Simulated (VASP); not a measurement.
# Pd in VASP: single point with PBE

Aim: the single point of Pd with PBE.

All numbers are computed with VASP 6.6.1; they aren't measurements. Logs are shortened: lines on timing, memory, paths and dates and some standing lists are left out, and cuts for length are marked.

## Step 1: The cell of the first run

The cell holds a slab with vacuum, 1 atom: a = 2.790 Å, b = 2.790 Å, c = 16.000 Å, α = 90.00°, β = 90.00°, γ = 120.00°.

## Step 2: Single point, PBE

INCAR

```
PREC = Accurate
ENCUT = 520
EDIFF = 1E-6
ISMEAR = -1
SIGMA = 0.08
LREAL = False
LASPH = True
NELM = 80
ALGO = Normal
ISIF = 2
LWAVE = False
LCHARG = True
LDIPOL = True
IDIPOL = 3
DIPOL = 0.5 0.5 0.500
GGA = PE
LELF = True
LVHAR = True
LVACPOTAV = True
NBANDS = 11
EFIELD = -0.2
```

KPOINTS

```
regular mesh
0
Gamma
  17 17 1
```

POSCAR

```
Pd
1.0
    2.7896894602      0.0000000000      0.0000000000
   -1.3948447301      2.4159419412      0.0000000000
    0.0000000000      0.0000000000     16.0000000000
Pd
1
Direct
    0.0000000000      0.0000000000      0.5000000000
```

Potentials or basis: VASP PAW PBE potentials, release 64 (Pd).

Started as:

```sh
$ cat potpaw_PBE.64/Pd/POTCAR > POTCAR
$ mpirun -np 1 vasp_std > vasp.out
```

OUTCAR:

```text
PREC = Accurate
   ENCUT = 520
   EDIFF = 1E-6
   ISMEAR = -1
   LREAL = False
   LASPH = True
   NELM = 80
   ISIF = 2
   GGA = PE

 ion  position               nearest neighbor table
   1  0.000  0.000  0.500-

  LATTYP: Found a hexagonal cell.
 ALAT       =     2.7896894602
 C/A-ratio  =     5.7354054020

  Lattice vectors:

 A1 = (   2.7896894602,   0.0000000000,   0.0000000000)
 A2 = (  -1.3948447301,   2.4159419412,   0.0000000000)
 A3 = (   0.0000000000,   0.0000000000,  16.0000000000)

Analysis of symmetry for initial positions (statically):
=====================================================================
 Subroutine PRICEL returns:
 Original cell was already a primitive cell.

 Routine SETGRP: Setting up the symmetry group for a
 hexagonal supercell.

 Subroutine GETGRP returns: Found 24 space group operations
 (whereof 24 operations were pure point group operations)
 out of a pool of 24 trial point group operations.

The static configuration has the point symmetry D_6h.

Analysis of symmetry for dynamics (positions and initial velocities):
=====================================================================
 An external electric field (EFIELD) may reduce the allowed symmetry operations
 Subroutine PRICEL returns:
 Original cell was already a primitive cell.

 Routine SETGRP: Setting up the symmetry group for a
 hexagonal supercell.

 Subroutine GETGRP returns: Found 12 space group operations
 (whereof 12 operations were pure point group operations)
 out of a pool of 24 trial point group operations.

The dynamic configuration has the point symmetry C_6v.

 Subroutine INISYM returns: Found 12 space group operations
 (whereof 12 operations are pure point group operations),
 and found     1 'primitive' translations

----------------------------------------------------------------------------------------

                                     Primitive cell

  volume of cell :     107.8356

  direct lattice vectors                    reciprocal lattice vectors
     2.789689460  0.000000000  0.000000000     0.358462838  0.206958616  0.000000000
    -1.394844730  2.415941941  0.000000000     0.000000000  0.413917232  0.000000000
     0.000000000  0.000000000 16.000000000     0.000000000  0.000000000  0.062500000

  length of vectors
     2.789689460  2.789689460 16.000000000     0.413917232  0.413917232  0.062500000

  position of ions in fractional coordinates (direct lattice)
     0.000000000  0.000000000  0.500000000

  ion indices of the primitive-cell ions
   primitive index   ion index
                 1           1

----------------------------------------------------------------------------------------

 KPOINTS: regular mesh

Automatic generation of k-mesh.
 Grid dimensions read from file:
 generate k-points for:   17   17    1

 Generating k-lattice:

  Cartesian coordinates                     Fractional coordinates (reciprocal lattice)
     0.021086049  0.012174036  0.000000000     0.058823529  0.000000000  0.000000000
     0.000000000  0.024348072  0.000000000     0.000000000  0.058823529  0.000000000
     0.000000000  0.000000000  0.062500000     0.000000000  0.000000000  1.000000000

  Length of vectors
     0.024348072  0.024348072  0.062500000

  Shift w.r.t. Gamma in fractional coordinates (k-lattice)
     0.000000000  0.000000000  0.000000000

 Subroutine IBZKPT returns following result:
 ===========================================

 Found     33 irreducible k-points:

 Following reciprocal coordinates:
            Coordinates               Weight
  0.000000  0.000000  0.000000      1.000000
  0.058824 -0.000000  0.000000      6.000000
  0.117647  0.000000  0.000000      6.000000
  0.176471  0.000000  0.000000      6.000000
  0.235294  0.000000  0.000000      6.000000
  0.294118  0.000000  0.000000      6.000000
[... 16 lines left out ...]
  0.411765  0.117647  0.000000     12.000000
  0.176471  0.176471  0.000000      6.000000
 [... further k-points ...]
   k-points           NKPTS =     33   k-points in BZ     NKDIM =     33   number of bands    NBANDS=     11
   number of dos      NEDOS =    301   number of ions     NIONS =      1
   total plane-waves  NPLWV =  69120
   dimension x,y,z NGX =    24 NGY =   24 NGZ =  120
   dimension x,y,z NGXF=    48 NGYF=   48 NGZF=  240
   ions per type =               1
   NGX,Y,Z   is equivalent  to a cutoff of  14.30, 14.30, 12.47 a.u.
   NGXF,Y,Z  is equivalent  to a cutoff of  28.60, 28.60, 24.94 a.u.
 SYSTEM =  unknown system
   PREC   = accura    normal or accurate (medium, high low for compatibility)
   ISTART =      0    job   : 0-new  1-cont  2-samecut
   ICHARG =      2    charge: 1-file 2-atom 10-const
   ISPIN  =      1    spin polarized calculation?
   LNONCOLLINEAR =      F non collinear calculations
   LSORBIT =      F    spin-orbit coupling
   LASPH  =      T    aspherical Exc in radial PAW
   ENCUT  =  520.0 eV  38.22 Ry    6.18 a.u.   5.19  5.19 29.75*2*pi/ulx,y,z
   NELM   =     80;   NELMIN=  2; NELMDL= -5     # of ELM steps
   EDIFF  = 0.1E-05   stopping-criterion for ELM
   LREAL  =      F    real-space projection
[... 7 lines left out ...]
   TEBEG  =    0.0;   TEEND  =   0.0 temperature during run
   PSTRESS=    0.0 pullay stress
   NELECT =      10.0000    total number of electrons
   NUPDOWN=      -1.0000    fix difference up-down
   EMIN   =  10.00;   EMAX   =-10.00  energy-range for DOS
   EFERMI =   0.00;   METHOD = LEGACY
   ISMEAR =    -1;   SIGMA  =   0.08  broadening in eV -4-tet -1-fermi 0-gaus
   EFERMI_NEDOS =   21; number of points for ismear=-14 and -15
   IALGO  =     38    algorithm
   IMIX   =      4    mixing-type and parameters
     AMIX     =   0.40;   BMIX     =  1.00
     AMIX_MAG =   1.60;   BMIX_MAG =  1.00
  volume/ion in A,a.u.               =     107.84       727.71
  Fermi-wavevector in a.u.,A,eV,Ry     =   0.741004  1.400295  7.470787  0.549087
  Thomas-Fermi vector in A             =   1.835542
   LORBIT       =      0    0 simple, 1 ext, 2 COOP (PROOUT), +10 PAW based schemes
   GGA     = PE    functional components
[... 5 lines left out ...]
 non-spin polarized calculation
  energy-cutoff  :      520.00
  volume of cell :      107.84
 maximum number of plane-waves:      2932
 NGX is ok and might be reduce to    24
   NGX = 11   NGY = 11   NGZ = 59

 number of electron      10.0000000 magnetization

 dipolmoment           0.000000      0.000000      0.000000 electrons x Angstroem

 number of electron       9.9999999 magnetization

 dipolmoment           0.000000      0.000000     -0.022657 electrons x Angstroem

 Free energy of the ion-electron system (eV)
  ---------------------------------------------------
  ext. energy  EPLUGINS =         0.00000000
  ---------------------------------------------------
  free energy    TOTEN  =        -4.04099899 eV

  energy without entropy =       -3.97545611  energy(sigma->0) =       -4.00822755

 E-fermi :  -3.8385     XC(G=0):  -2.8908

 val. band max:       -3.8407332200   @ k =   0.1176   0.0000   0.0000
 cond. band min:      -3.8295116881   @ k =   0.0588   0.0588   0.0000
 fundamental gap:      0.0112215319
 Fermi energy:        -3.8384521501

 k-point     1 :       0.0000    0.0000    0.0000
  band No.  band energies     occupation
      1      -7.9426      2.00000
      2      -5.6312      2.00000
      3      -5.6312      2.00000
      4      -4.8892      2.00000
      5      -3.7839      0.67164
      6      -3.7839      0.67163
      7      -1.4265      0.00000
      8       1.4550      0.00000
      9       2.7351      0.00000
     10       2.9554      0.00000
     11       5.2889      0.00000

 k-point     2 :       0.0588   -0.0000    0.0000
  band No.  band energies     occupation
      1      -7.8312      2.00000
      2      -5.6755      2.00000
      3      -5.5640      2.00000
      4      -4.8519      1.99999
      5      -3.9389      1.55654
      6      -3.7987      0.75628
      7      -1.2251      0.00000
      8       1.5450      0.00000
      9       2.8195      0.00000
     10       3.0524      0.00000
     11       5.3887      0.00000

 k-point     3 :       0.1176    0.0000    0.0000
  band No.  band energies     occupation
      1      -7.5192      2.00000
      2      -5.7803      2.00000
      3      -5.3676      2.00000
      4      -4.7408      1.99997
      5      -4.2961      1.99347
      6      -3.8407      1.01426
      7      -0.7221      0.00000
      8       1.8142      0.00000
      9       3.0723      0.00000
     10       3.3414      0.00000
     11       5.6854      0.00000

 k-point     4 :       0.1765    0.0000    0.0000
  band No.  band energies     occupation
      1      -7.1174      2.00000
      2      -5.8243      2.00000
      3      -5.0579      2.00000
      4      -4.7124      1.99996
      5      -4.5525      1.99973
      6      -3.9039      1.38747
      7      -0.0454      0.00000
      8       2.2609      0.00000
      9       3.4932      0.00000
     10       3.8173      0.00000
     11       6.1722      0.00000
[... 239 lines left out ...]
 k-point    22 :       0.3529    0.1176    0.0000
  band No.  band energies     occupation
      1      -7.0569      2.00000
      2      -5.8342      2.00000
      3      -4.4434      1.99896
      4      -4.3756      1.99757
      5      -3.9649      1.65874
      6      -0.6949      0.00000
      7       4.0718      0.00000
      8       5.2747      0.00000
      9       6.1110      0.00000
     10       7.2214      0.00000
     11       7.6350      0.00000

 k-point    23 :       0.4118    0.1176    0.0000
  band No.  band energies     occupation
      1      -7.1397      2.00000
      2      -5.9104      2.00000
      3      -4.4170      1.99855
      4      -4.1717      1.96945
      5      -3.9165      1.45254
      6       0.4587      0.00000
      7       3.8250      0.00000
      8       5.0670      0.00000
      9       7.2454      0.00000
     10       7.7383      0.00000
     11       8.4194      0.00000

 k-point    24 :       0.1765    0.1765    0.0000
  band No.  band energies     occupation
      1      -6.3205      2.00000
      2      -5.9918      2.00000
      3      -5.4095      2.00000
      4      -4.2950      1.99337
      5      -4.2308      1.98529
      6      -2.9870      0.00005
      7       1.8965      0.00000
      8       3.8589      0.00000
      9       5.0164      0.00000
     10       5.4890      0.00000
     11       7.8668      0.00000

 [... further k-points ...]

------------------------ aborting loop because EDIFF is reached ----------------------------------------

  FORCE on cell =-STRESS in cart. coord.  units (eV):
  Direction    XX          YY          ZZ          XY          YZ          ZX
  --------------------------------------------------------------------------------------
  -------------------------------------------------------------------------------------
  Total       -2.1077975     -2.1077975     -0.0119184      0.0000000      0.0000000     -0.0000000
  in kB      -31.3167827    -31.3167827     -0.1770782      0.0000000      0.0000000     -0.0000000
  external PRESSURE =     -20.9368812 kB  Pullay stress =       0.0000000 kB

 VOLUME and BASIS-vectors are now :
 -----------------------------------------------------------------------------
  energy-cutoff  :      520.00
  volume of cell :      107.84
      direct lattice vectors                 reciprocal lattice vectors
     2.789689460  0.000000000  0.000000000     0.358462838  0.206958616  0.000000000
    -1.394844730  2.415941941  0.000000000     0.000000000  0.413917232  0.000000000
     0.000000000  0.000000000 16.000000000     0.000000000  0.000000000  0.062500000

 POSITION                                       TOTAL-FORCE (eV/Angst)
 -----------------------------------------------------------------------------------
      0.00000      0.00000      8.00000        -0.000000     -0.000000      0.000004
 -----------------------------------------------------------------------------------
    total drift:                               -0.000000     -0.000000      0.000004

  FREE ENERGIE OF THE ION-ELECTRON SYSTEM (eV)
  ---------------------------------------------------
  free  energy   TOTEN  =        -4.0409989883 eV

  energy  without entropy=       -3.9754561089  energy(sigma->0) =       -4.00822755
```

Wall time 75 s (1 thread of AMD EPYC 7R13, shared host); peak memory 0.22 GiB.

What came out:

- Free energy: -4.0410 eV
- Band gap on the k mesh: zero (band 5 reaches -3.26 eV, above the bottom of band 6 at -3.98 eV)
